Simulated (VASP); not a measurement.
# Ge (Fd-3m) in VASP: relaxation of cell and atoms with PBEsol

Aim: the relaxation of cell and atoms of Ge with PBEsol.

Program: VASP 6.6.1. These are calculated values, not measurements. Logs are shortened: lines on timing, memory, paths and dates and some standing lists are left out, and cuts for length are marked.

## Step 1: The cell of the first run

Symmetry: Fd-3m, No. 227, cubic system. The conventional cell has a = 5.660 Å, b = 5.660 Å, c = 5.660 Å, α = 90.00°, β = 90.00°, γ = 90.00°. Within 3.2 Å of Ge (site symmetry -43m) lie 4 Ge at 2.45 Å.

## Step 2: Relaxation of cell and atoms, PBEsol

The input, INCAR:

```
PREC = Accurate ; ENCUT = 500
EDIFF = 1E-7 ; ISMEAR = 1
SIGMA = 0.05 ; LREAL = F
LASPH = T ; NELM = 120
ALGO = Normal ; ISIF = 3
LWAVE = F ; LCHARG = F
GGA = PS ; IBRION = 2
NSW = 80 ; EDIFFG = -0.03
GGA_COMPAT = F ; NELMIN = 4
```

The input, KPOINTS:

```
regular mesh
0
Gamma
  13 13 13
```

The input, POSCAR:

```
Ge
1.0
    0.0000000000      2.8300000000      2.8300000000
    2.8300000000      0.0000000000      2.8300000000
    2.8300000000      2.8300000000      0.0000000000
Ge
2
Direct
    1.0000000000      1.0000000000      1.0000000000
    0.2500000000      0.2500000000      0.2500000000
```

Potentials or basis: VASP PAW PBE potentials, release 64 (Ge_d).

Started as:

```console
$ cat potpaw_PBE.64/Ge_d/POTCAR > POTCAR
$ mpirun -np 1 vasp_std > vasp.out
```

OUTCAR:

```text
PREC = Accurate
   ENCUT = 500
   EDIFF = 1E-7
   ISMEAR = 1
   LREAL = F
   LASPH = T
   NELM = 120
   ISIF = 3
   GGA = PS
   IBRION = 2
   NSW = 80
   EDIFFG = -0.03
   NELMIN = 4

 ion  position               nearest neighbor table
   1  0.000  0.000  0.000-   2 2.45   2 2.45   2 2.45   2 2.45
   2  0.250  0.250  0.250-   1 2.45   1 2.45   1 2.45   1 2.45

  LATTYP: Found a face centered cubic cell.
 ALAT       =     5.6600000000

  Lattice vectors:

 A1 = (   0.0000000000,   2.8300000000,   2.8300000000)
 A2 = (   2.8300000000,   0.0000000000,   2.8300000000)
 A3 = (   2.8300000000,   2.8300000000,   0.0000000000)

Analysis of symmetry for initial positions (statically):
=====================================================================
 Subroutine PRICEL returns:
 Original cell was already a primitive cell.

 Routine SETGRP: Setting up the symmetry group for a
 face centered cubic supercell.

 Subroutine GETGRP returns: Found 48 space group operations
 (whereof 24 operations were pure point group operations)
 out of a pool of 48 trial point group operations.

The static configuration has the point symmetry T_d .
 The point group associated with its full space group is O_h .

Analysis of symmetry for dynamics (positions and initial velocities):
=====================================================================
 Subroutine PRICEL returns:
 Original cell was already a primitive cell.

 Routine SETGRP: Setting up the symmetry group for a
 face centered cubic supercell.

 Subroutine GETGRP returns: Found 48 space group operations
 (whereof 24 operations were pure point group operations)
 out of a pool of 48 trial point group operations.

The dynamic configuration has the point symmetry T_d .
 The point group associated with its full space group is O_h .

 Subroutine INISYM returns: Found 48 space group operations
 (whereof 24 operations are pure point group operations),
 and found     1 'primitive' translations

----------------------------------------------------------------------------------------

                                     Primitive cell

  volume of cell :      45.3304

  direct lattice vectors                    reciprocal lattice vectors
     0.000000000  2.830000000  2.830000000    -0.176678445  0.176678445  0.176678445
     2.830000000  0.000000000  2.830000000     0.176678445 -0.176678445  0.176678445
     2.830000000  2.830000000  0.000000000     0.176678445  0.176678445 -0.176678445

  length of vectors
     4.002224382  4.002224382  4.002224382     0.306016044  0.306016044  0.306016044

  position of ions in fractional coordinates (direct lattice)
     0.000000000  0.000000000  0.000000000
     0.250000000  0.250000000  0.250000000

  ion indices of the primitive-cell ions
   primitive index   ion index
                 1           1
                 2           2

----------------------------------------------------------------------------------------

 KPOINTS: regular mesh

Automatic generation of k-mesh.
 Grid dimensions read from file:
 generate k-points for:   13   13   13

 Generating k-lattice:

  Cartesian coordinates                     Fractional coordinates (reciprocal lattice)
    -0.013590650  0.013590650  0.013590650     0.076923077  0.000000000  0.000000000
     0.013590650 -0.013590650  0.013590650     0.000000000  0.076923077  0.000000000
     0.013590650  0.013590650 -0.013590650     0.000000000  0.000000000  0.076923077

  Length of vectors
     0.023539696  0.023539696  0.023539696

  Shift w.r.t. Gamma in fractional coordinates (k-lattice)
     0.000000000  0.000000000  0.000000000

 Subroutine IBZKPT returns following result:
 ===========================================

 Found     84 irreducible k-points:

 Following reciprocal coordinates:
            Coordinates               Weight
  0.000000  0.000000  0.000000      1.000000
  0.076923  0.000000  0.000000      8.000000
  0.153846  0.000000  0.000000      8.000000
  0.230769  0.000000  0.000000      8.000000
  0.307692  0.000000  0.000000      8.000000
  0.384615  0.000000  0.000000      8.000000
[... 16 lines left out ...]
  0.384615  0.153846  0.000000     24.000000
  0.461538  0.153846  0.000000     24.000000
 [... further k-points ...]
   k-points           NKPTS =     84   k-points in BZ     NKDIM =     84   number of bands    NBANDS=     18
   number of dos      NEDOS =    301   number of ions     NIONS =      2
   total plane-waves  NPLWV =  27000
   dimension x,y,z NGX =    30 NGY =   30 NGZ =   30
   dimension x,y,z NGXF=    60 NGYF=   60 NGZF=   60
   ions per type =               2
   NGX,Y,Z   is equivalent  to a cutoff of  12.46, 12.46, 12.46 a.u.
   NGXF,Y,Z  is equivalent  to a cutoff of  24.92, 24.92, 24.92 a.u.
 SYSTEM =  unknown system
   PREC   = accura    normal or accurate (medium, high low for compatibility)
   ISTART =      0    job   : 0-new  1-cont  2-samecut
   ICHARG =      2    charge: 1-file 2-atom 10-const
   ISPIN  =      1    spin polarized calculation?
   LNONCOLLINEAR =      F non collinear calculations
   LSORBIT =      F    spin-orbit coupling
   LASPH  =      T    aspherical Exc in radial PAW
   ENCUT  =  500.0 eV  36.75 Ry    6.06 a.u.   7.30  7.30  7.30*2*pi/ulx,y,z
   NELM   =    120;   NELMIN=  4; NELMDL= -5     # of ELM steps
   EDIFF  = 0.1E-06   stopping-criterion for ELM
   LREAL  =      F    real-space projection
   EDIFFG = -.3E-01   stopping-criterion for IOM
   NSW    =     80    number of steps for IOM
   IBRION =      2    ionic relax: 0-MD 1-quasi-New 2-CG
   NFREE  =      1    steps in history (QN), initial steepest desc. (CG)
   ISIF   =      3    stress and relaxation
   ISYM   =      2    0-nonsym 1-usesym 2-fastsym
   POTIM  = 0.5000    time-step for ionic-motion
   TEBEG  =    0.0;   TEEND  =   0.0 temperature during run
   PSTRESS=    0.0 pullay stress
   NELECT =      28.0000    total number of electrons
   NUPDOWN=      -1.0000    fix difference up-down
   EMIN   =  10.00;   EMAX   =-10.00  energy-range for DOS
   EFERMI =   0.00;   METHOD = LEGACY
   ISMEAR =     1;   SIGMA  =   0.05  broadening in eV -4-tet -1-fermi 0-gaus
   EFERMI_NEDOS =   21; number of points for ismear=-14 and -15
   IALGO  =     38    algorithm
   IMIX   =      4    mixing-type and parameters
     AMIX     =   0.40;   BMIX     =  1.00
     AMIX_MAG =   1.60;   BMIX_MAG =  1.00
  volume/ion in A,a.u.               =      22.67       152.95
  Fermi-wavevector in a.u.,A,eV,Ry     =   1.394219  2.634692 26.447648  1.943847
  Thomas-Fermi vector in A             =   2.517790
   LORBIT       =      0    0 simple, 1 ext, 2 COOP (PROOUT), +10 PAW based schemes
   GGA     = PS    functional components
   LHFCALC =     F    Hartree Fock is set to
   AEXX    =    0.0000 exact exchange contribution
   IVDW    =     0    specifies the selected vdW correction
   LEPSILON=     F    determine dielectric tensor
   LRPA    =     F    only Hartree local field effects (RPA)
 conjugate gradient relaxation of ions
 non-spin polarized calculation
 Methfessel and Paxton  Order N= 1 SIGMA  =   0.05
  energy-cutoff  :      500.00
  volume of cell :       45.33
 maximum number of plane-waves:      1173
 NGX is ok and might be reduce to    30
   NGX = 15   NGY = 15   NGZ = 15

--------------------------------------- Ionic step        1  -------------------------------------------

 number of electron      28.0000021 magnetization

 Free energy of the ion-electron system (eV)
  ---------------------------------------------------
  ext. energy  EPLUGINS =         0.00000000
  ---------------------------------------------------
  free energy    TOTEN  =        -9.87334394 eV

  energy without entropy =       -9.87332855  energy(sigma->0) =       -9.87333881

------------------------ aborting loop because EDIFF is reached ----------------------------------------

  FORCE on cell =-STRESS in cart. coord.  units (eV):
  Direction    XX          YY          ZZ          XY          YZ          ZX
  --------------------------------------------------------------------------------------
  -------------------------------------------------------------------------------------
  Total        0.1154081      0.1154081      0.1154081      0.0000000      0.0000000      0.0000000
  in kB        4.0790354      4.0790354      4.0790354      0.0000000      0.0000000      0.0000000
  external PRESSURE =       4.0790354 kB  Pullay stress =       0.0000000 kB

 VOLUME and BASIS-vectors are now :
 -----------------------------------------------------------------------------
  energy-cutoff  :      500.00
  volume of cell :       45.33
      direct lattice vectors                 reciprocal lattice vectors
     0.000000000  2.830000000  2.830000000    -0.176678445  0.176678445  0.176678445
     2.830000000  0.000000000  2.830000000     0.176678445 -0.176678445  0.176678445
     2.830000000  2.830000000  0.000000000     0.176678445  0.176678445 -0.176678445

 POSITION                                       TOTAL-FORCE (eV/Angst)
 -----------------------------------------------------------------------------------
      0.00000      0.00000      0.00000        -0.000000     -0.000000     -0.000000
      1.41500      1.41500      1.41500         0.000000      0.000000      0.000000
 -----------------------------------------------------------------------------------
    total drift:                                0.000000     -0.000000      0.000000

  FREE ENERGIE OF THE ION-ELECTRON SYSTEM (eV)
  ---------------------------------------------------
  free  energy   TOTEN  =        -9.8733439419 eV

  energy  without entropy=       -9.8733285523  energy(sigma->0) =       -9.87333881

--------------------------------------- Ionic step        2  -------------------------------------------

 number of electron      28.0000014 magnetization

 Free energy of the ion-electron system (eV)
  ---------------------------------------------------
  ext. energy  EPLUGINS =         0.00000000
  ---------------------------------------------------
  free energy    TOTEN  =        -9.87366914 eV

  energy without entropy =       -9.87366274  energy(sigma->0) =       -9.87366701

 E-fermi :   4.7808     XC(G=0): -10.0837

 val. band max:        4.7689610228   @ k =   0.0000   0.0000   0.0000
 cond. band min:       4.8752884460   @ k =   0.4615   0.0000   0.0000
 fundamental gap:      0.1063274232
 Fermi energy:         4.7807753509

 k-point     1 :       0.0000    0.0000    0.0000
  band No.  band energies     occupation
      1     -19.9815      2.00000
      2     -19.9815      2.00000
      3     -19.9815      2.00000
      4     -19.9455      2.00000
      5     -19.9455      2.00000
      6     -19.7386      2.00000
[... 10 lines left out ...]
     17       7.2972      0.00000
     18       7.2972      0.00000

 k-point     2 :       0.0769    0.0000    0.0000
  band No.  band energies     occupation
      1     -19.9852      2.00000
      2     -19.9852      2.00000
      3     -19.9806      2.00000
      4     -19.9407      2.00000
      5     -19.9407      2.00000
      6     -19.7447      2.00000
[... 10 lines left out ...]
     17       7.4886      0.00000
     18       7.6083      0.00000

 k-point     3 :       0.1538    0.0000    0.0000
  band No.  band energies     occupation
      1     -19.9920      2.00000
      2     -19.9920      2.00000
      3     -19.9778      2.00000
      4     -19.9305      2.00000
      5     -19.9305      2.00000
      6     -19.7540      2.00000
[... 412 lines left out ...]
 k-point    23 :       0.3846    0.1538    0.0000
  band No.  band energies     occupation
      1     -20.0150      2.00000
      2     -20.0036      2.00000
      3     -19.9629      2.00000
      4     -19.9049      2.00000
      5     -19.8837      2.00000
      6     -19.8112      2.00000
[... 10 lines left out ...]
     17       9.8171      0.00000
     18       9.9052      0.00000

 k-point    24 :       0.4615    0.1538    0.0000
  band No.  band energies     occupation
      1     -20.0194      2.00000
      2     -20.0071      2.00000
      3     -19.9528      2.00000
      4     -19.8967      2.00000
      5     -19.8842      2.00000
      6     -19.8078      2.00000
[... 10 lines left out ...]
     17       9.6447      0.00000
     18      10.7747      0.00000

 [... further k-points ...]

------------------------ aborting loop because EDIFF is reached ----------------------------------------

  FORCE on cell =-STRESS in cart. coord.  units (eV):
  Direction    XX          YY          ZZ          XY          YZ          ZX
  --------------------------------------------------------------------------------------
  -------------------------------------------------------------------------------------
  Total       -0.0228472     -0.0228472     -0.0228472     -0.0000000      0.0000000      0.0000000
  in kB       -0.8008162     -0.8008162     -0.8008162     -0.0000000      0.0000000      0.0000000
  external PRESSURE =      -0.8008162 kB  Pullay stress =       0.0000000 kB

 VOLUME and BASIS-vectors are now :
 -----------------------------------------------------------------------------
  energy-cutoff  :      500.00
  volume of cell :       45.71
      direct lattice vectors                 reciprocal lattice vectors
     0.000000000  2.837878142  2.837878142    -0.176187974  0.176187974  0.176187974
     2.837878142  0.000000000  2.837878142     0.176187974 -0.176187974  0.176187974
     2.837878142  2.837878142  0.000000000     0.176187974  0.176187974 -0.176187974

 POSITION                                       TOTAL-FORCE (eV/Angst)
 -----------------------------------------------------------------------------------
      5.67576      5.67576      5.67576         0.000000      0.000000      0.000000
      1.41894      1.41894      1.41894        -0.000000     -0.000000     -0.000000
 -----------------------------------------------------------------------------------
    total drift:                                0.000000      0.000000      0.000000

  FREE ENERGIE OF THE ION-ELECTRON SYSTEM (eV)
  ---------------------------------------------------
  free  energy   TOTEN  =        -9.8736691370 eV

  energy  without entropy=       -9.8736627432  energy(sigma->0) =       -9.87366701

 reached required accuracy - stopping structural energy minimisation
```

It took 2.5 min on 1 thread of Intel Xeon 8259CL, shared host; peak memory 0.2 GiB.

What came out:

```
Free energy                           : -9.8737 eV
Relaxed volume                        : 22.86 Å³/atom
Relaxed cell                          : a = 4.013 Å, b = 4.013 Å, c = 4.013 Å, α = 60.00°, β = 60.00°, γ = 60.00°
Space group after relaxing (to 0.1 Å) : Fd-3m (No. 227)
Energy gained by relaxing             : 0.2 meV/atom
Ionic steps                           : 2
Pressure after relaxing               : -0.1 GPa
Band gap on the k mesh                : zero (filled and empty bands touch)
```

Step by step:
| step | energy change (eV) | largest force (eV/Å) | pressure (GPa) | volume (Å³) |
| --- | --- | --- | --- | --- |
| 1 | 0.0000 | 0.0000 | 0.41 | 45.33 |
| 2 | -0.0003 | 0.0000 | -0.08 | 45.71 |

Final structure:
```
Ge
1.0
     0.00000    2.83788    2.83788
     2.83788    0.00000    2.83788
     2.83788    2.83788    0.00000
Ge
2
Direct
  0.00000 0.00000 0.00000
  0.25000 0.25000 0.25000
```

Levels at points of the mesh, in eV from the Fermi level:
```tsv
k point	band 12	band 13	band 14	band 15	band 16	band 17
(0.00, 0.00, 0.00)	-0.10	-0.01	-0.01	-0.01	2.52	2.52
```

Caveat: semilocal functionals underestimate gaps, and a narrow one can read as zero; the PAW data sets were made with another functional, which shifts forces and pressure a little.

The gap in the log of VASP goes by the Fermi energy; the results here count the filled bands.